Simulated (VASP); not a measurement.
# Hf (P6_3/mmc) in VASP: single point with RPBE+U

Aim: the single point of Hf with RPBE+U.

Program: VASP 6.6.1. These are calculated values, not measurements. Logs are shortened: lines on timing, memory, paths and dates and some standing lists are left out, and cuts for length are marked.

### 1 The cell of the first run

The structure is hexagonal, space group P6_3/mmc (No. 194). The conventional cell has a = 3.203 Å, b = 3.203 Å, c = 5.073 Å, α = 90.00°, β = 90.00°, γ = 120.00°. Hf (site symmetry -6m2) has 12 Hf at 3.14 to 3.20 Å within 4.1 Å.

### 2 Single point, RPBE+U

INCAR

```
PREC = Accurate
ENCUT = 500
EDIFF = 1E-6
ISMEAR = -1
SIGMA = 0.1
LREAL = F
LASPH = T
NELM = 200
ALGO = Normal
ISIF = 2
LWAVE = F
LCHARG = T
LMAXMIX = 4
LDAU = T
LDAUTYPE = 2
LDAUL = 2
LDAUU = 6
LDAUJ = 0
LDAUPRINT = 1
GGA = RP
LELF = T
LVHAR = T
NBANDS = 17
GGA_COMPAT = F
```

KPOINTS

```
Automatic mesh
0
Gamma
  12 12 7
```

POSCAR

```
Hf
1.0
    1.6016142160     -2.7740771961      0.0000000000
    1.6016142159      2.7740771961      0.0000000000
    0.0000000000      0.0000000000      5.0729617522
Hf
2
Direct
    0.6666666670      0.3333333330      0.2500000000
    0.3333333330      0.6666666670      0.7500000000
```

Potentials or basis: VASP PAW PBE potentials, release 64 (Hf_pv).

Command:

```bash
$ cat potpaw_PBE.64/Hf_pv/POTCAR > POTCAR
$ mpirun -np 1 vasp_std > vasp.out
```

OUTCAR:

```text
PREC = Accurate
   ENCUT = 500
   EDIFF = 1E-6
   ISMEAR = -1
   LREAL = F
   LASPH = T
   NELM = 200
   ISIF = 2
   GGA = RP

 ion  position               nearest neighbor table
   1  0.667  0.333  0.250-   2 3.14   2 3.14   2 3.14   2 3.14   2 3.14   2 3.14
   2  0.333  0.667  0.750-   1 3.14   1 3.14   1 3.14   1 3.14   1 3.14   1 3.14

  LATTYP: Found a hexagonal cell.
 ALAT       =     3.2032284319
 C/A-ratio  =     1.5837027736

  Lattice vectors:

 A1 = (   1.6016142160,  -2.7740771961,   0.0000000000)
 A2 = (   1.6016142159,   2.7740771961,   0.0000000000)
 A3 = (   0.0000000000,   0.0000000000,   5.0729617522)

Analysis of symmetry for initial positions (statically):
=====================================================================
 Subroutine PRICEL returns:
 Original cell was already a primitive cell.

 Routine SETGRP: Setting up the symmetry group for a
 hexagonal supercell.

 Subroutine GETGRP returns: Found 24 space group operations
 (whereof 12 operations were pure point group operations)
 out of a pool of 24 trial point group operations.

The static configuration has the point symmetry D_3d.
 The point group associated with its full space group is D_6h.

Analysis of symmetry for dynamics (positions and initial velocities):
=====================================================================
 Subroutine PRICEL returns:
 Original cell was already a primitive cell.

 Routine SETGRP: Setting up the symmetry group for a
 hexagonal supercell.

 Subroutine GETGRP returns: Found 24 space group operations
 (whereof 12 operations were pure point group operations)
 out of a pool of 24 trial point group operations.

The dynamic configuration has the point symmetry D_3d.
 The point group associated with its full space group is D_6h.

 Subroutine INISYM returns: Found 24 space group operations
 (whereof 12 operations are pure point group operations),
 and found     1 'primitive' translations

[... 172 lines left out ...]

spin component  1

  0.1384  0.0000  0.0000 -0.0000  0.0000
  0.0000  0.1064  0.0000 -0.0000  0.0000
  0.0000  0.0000  0.1521  0.0000 -0.0000
 -0.0000 -0.0000  0.0000  0.1064 -0.0000
  0.0000  0.0000 -0.0000 -0.0000  0.1384

spin component  2

  0.1384  0.0000  0.0000 -0.0000  0.0000
  0.0000  0.1064  0.0000 -0.0000  0.0000
  0.0000  0.0000  0.1521  0.0000 -0.0000
 -0.0000 -0.0000  0.0000  0.1064 -0.0000
  0.0000  0.0000 -0.0000 -0.0000  0.1384

 occupancies and eigenvectors

  o =  0.1064  v =  0.0000 -0.9239  0.0000 -0.3827 -0.0000  0.0000  0.0000  0.0000  0.0000  0.0000      0.0000  0.0000  0.0000  0.0000  0.0000  0.0000  0.0000  0.0000  0.0000  0.0000
  o =  0.1064  v =  0.0000  0.0000  0.0000  0.0000  0.0000  0.0000 -0.9239  0.0000 -0.3827 -0.0000      0.0000  0.0000  0.0000  0.0000  0.0000  0.0000  0.0000  0.0000  0.0000  0.0000
  o =  0.1064  v = -0.0000  0.3827 -0.0000 -0.9239  0.0000  0.0000  0.0000  0.0000  0.0000  0.0000      0.0000  0.0000  0.0000  0.0000  0.0000  0.0000  0.0000  0.0000  0.0000  0.0000
  o =  0.1064  v =  0.0000  0.0000  0.0000  0.0000  0.0000 -0.0000  0.3827 -0.0000 -0.9239  0.0000      0.0000  0.0000  0.0000  0.0000  0.0000  0.0000  0.0000  0.0000  0.0000  0.0000
  o =  0.1384  v =  0.0000  0.0000  0.0000  0.0000  0.0000 -0.9932 -0.0000  0.0000  0.0000  0.1161      0.0000  0.0000  0.0000  0.0000  0.0000  0.0000  0.0000  0.0000  0.0000  0.0000
  o =  0.1384  v = -0.9932 -0.0000  0.0000  0.0000  0.1161  0.0000  0.0000  0.0000  0.0000  0.0000      0.0000  0.0000  0.0000  0.0000  0.0000  0.0000  0.0000  0.0000  0.0000  0.0000
  o =  0.1384  v =  0.0000  0.0000  0.0000  0.0000  0.0000  0.1161 -0.0000  0.0000  0.0000  0.9932      0.0000  0.0000  0.0000  0.0000  0.0000  0.0000  0.0000  0.0000  0.0000  0.0000
  o =  0.1384  v =  0.1161 -0.0000  0.0000  0.0000  0.9932  0.0000  0.0000  0.0000  0.0000  0.0000      0.0000  0.0000  0.0000  0.0000  0.0000  0.0000  0.0000  0.0000  0.0000  0.0000
  o =  0.1521  v = -0.0000 -0.0000 -1.0000 -0.0000  0.0000  0.0000  0.0000  0.0000  0.0000  0.0000      0.0000  0.0000  0.0000  0.0000  0.0000  0.0000  0.0000  0.0000  0.0000  0.0000
  o =  0.1521  v =  0.0000  0.0000  0.0000  0.0000  0.0000 -0.0000 -0.0000 -1.0000 -0.0000  0.0000      0.0000  0.0000  0.0000  0.0000  0.0000  0.0000  0.0000  0.0000  0.0000  0.0000

 number of electron      20.0000005 magnetization

 Free energy of the ion-electron system (eV)
  ---------------------------------------------------
  ext. energy  EPLUGINS =         0.00000000
  ---------------------------------------------------
  free energy    TOTEN  =       -11.74444683 eV

  energy without entropy =      -11.70050575  energy(sigma->0) =      -11.72247629

 E-fermi :   5.9560     XC(G=0): -11.2472

 val. band max:        5.9357781020   @ k =   0.1667   0.0833   0.2857
 cond. band min:       5.9623991737   @ k =   0.2500   0.2500   0.4286
 fundamental gap:      0.0266210716
 Fermi energy:         5.9559825904

 k-point     1 :       0.0000    0.0000    0.0000
  band No.  band energies     occupation
      1     -26.6103      2.00000
      2     -25.9079      2.00000
      3     -25.9079      2.00000
      4     -25.8016      2.00000
      5     -25.7882      2.00000
      6     -25.7882      2.00000
[... 457 lines left out ...]
      4     -26.0237      2.00000
      5     -25.9174      2.00000
      6     -25.8591      2.00000
[... 9 lines left out ...]
     16      11.0390      0.00000
     17      12.9965      0.00000

 [... further k-points ...]

------------------------ aborting loop because EDIFF is reached ----------------------------------------

  FORCE on cell =-STRESS in cart. coord.  units (eV):
  Direction    XX          YY          ZZ          XY          YZ          ZX
  --------------------------------------------------------------------------------------
  -------------------------------------------------------------------------------------
  Total        6.4162553      6.4162553      6.2702688     -0.0000000     -0.0000000      0.0000000
  in kB      228.0469017    228.0469017    222.8582420     -0.0000000     -0.0000000      0.0000000
  external PRESSURE =     226.3173485 kB  Pullay stress =       0.0000000 kB

 VOLUME and BASIS-vectors are now :
 -----------------------------------------------------------------------------
  energy-cutoff  :      500.00
  volume of cell :       45.08
      direct lattice vectors                 reciprocal lattice vectors
     1.601614216 -2.774077196  0.000000000     0.312185041 -0.180240118  0.000000000
     1.601614216  2.774077196  0.000000000     0.312185041  0.180240118  0.000000000
     0.000000000  0.000000000  5.072961752     0.000000000  0.000000000  0.197123505

 POSITION                                       TOTAL-FORCE (eV/Angst)
 -----------------------------------------------------------------------------------
      1.60161     -0.92469      1.26824        -0.000000      0.000000      0.000000
      1.60161      0.92469      3.80472         0.000000      0.000000      0.000000
 -----------------------------------------------------------------------------------
    total drift:                               -0.000000      0.000000     -0.000000

  FREE ENERGIE OF THE ION-ELECTRON SYSTEM (eV)
  ---------------------------------------------------
  free  energy   TOTEN  =       -11.7444468270 eV

  energy  without entropy=      -11.7005057492  energy(sigma->0) =      -11.72247629
```

OSZICAR:

```text
N       E                     dE             d eps       ncg     rms          rms(c)
DAV:   1     0.586759391280E+02    0.58676E+02   -0.11227E+04  2592   0.108E+03
DAV:   2    -0.107474365653E+02   -0.69423E+02   -0.67713E+02  3372   0.249E+02
DAV:   3    -0.125983335791E+02   -0.18509E+01   -0.18394E+01  3320   0.270E+01
DAV:   4    -0.126128573010E+02   -0.14524E-01   -0.14518E-01  3298   0.290E+00
DAV:   5    -0.126129954735E+02   -0.13817E-03   -0.13816E-03  3402   0.253E-01    0.808E+01
DAV:   6    -0.120073876934E+02    0.60561E+00   -0.56080E-01  2926   0.553E+00    0.499E+01
DAV:   7    -0.117594592415E+02    0.24793E+00   -0.12808E+00  3127   0.788E+00    0.294E+00
DAV:   8    -0.117442531361E+02    0.15206E-01   -0.86287E-02  3022   0.205E+00    0.481E-01
DAV:   9    -0.117444506436E+02   -0.19751E-03   -0.24746E-03  3606   0.328E-01    0.364E-01
DAV:  10    -0.117444297335E+02    0.20910E-04   -0.64316E-05  3181   0.551E-02    0.369E-01
DAV:  11    -0.117444470508E+02   -0.17317E-04   -0.21850E-05  3532   0.326E-02    0.246E-02
DAV:  12    -0.117444468270E+02    0.22376E-06   -0.10609E-06  2016   0.697E-03
   1 F= -.11744447E+02 E0= -.11722476E+02  d E =-.439411E-01
```

stdout:

```text
POSCAR found type information on POSCAR Hf
 POSCAR found :  1 types and       2 ions
 scaLAPACK will be used
 -----------------------------------------------------------------------------
|                                                                             |
|                                                                             |
|     You enforced a specific xc type in the INCAR file but a different       |
|     I HOPE YOU KNOW WHAT YOU ARE DOING!                                     |
|                                                                             |
 -----------------------------------------------------------------------------

 LDA part: xc-table for (Slater+PW92), standard interpolation
 POSCAR, INCAR and KPOINTS ok, starting setup
 FFT: planning ... GRIDC
 FFT: planning ... GRID_SOFT
 FFT: planning ... GRID
 WAVECAR not read
 entering main loop
```

Wall time 32 s (1 thread of Intel Xeon Platinum 8375C at 2.90GHz (Ice Lake), shared host); peak memory 0.19 GiB.

What came out:

* Free energy: -11.7444 eV
* Pressure: 22.6 GPa
* Band gap on the k mesh: zero (bands 10 and 11 overlap by 2.32 eV)

Levels at points of the mesh, in eV from the Fermi level:
| k point | band 7 | band 8 | band 9 | band 10 | band 11 | band 12 | band 13 | band 14 |
| --- | --- | --- | --- | --- | --- | --- | --- | --- |
| (0.00, 0.00, 0.00) | -8.35 | -3.98 | -0.44 | 1.66 | 1.66 | 1.91 | 2.54 | 2.54 |
| (0.50, 0.00, 0.00) | -3.83 | -2.77 | -2.03 | -1.42 | 0.86 | 1.44 | 1.72 | 6.61 |

Eigenvalues of the final occupation matrices:
```
    site  spin  trace               eigenvalues
site 1 d     1   0.64  0.11 0.11 0.14 0.14 0.15
site 1 d     2   0.64  0.11 0.11 0.14 0.14 0.15
site 2 d     1   0.64  0.11 0.11 0.14 0.14 0.15
site 2 d     2   0.64  0.11 0.11 0.14 0.14 0.15
```

Caveat: the cell stands under pressure; the PAW data sets were made with another functional, which shifts forces and pressure a little; spin-orbit coupling is left out, which moves the levels of the heavy elements; U without spin polarisation on a metal has little footing; the U is typed as a test and isn't derived for this compound.
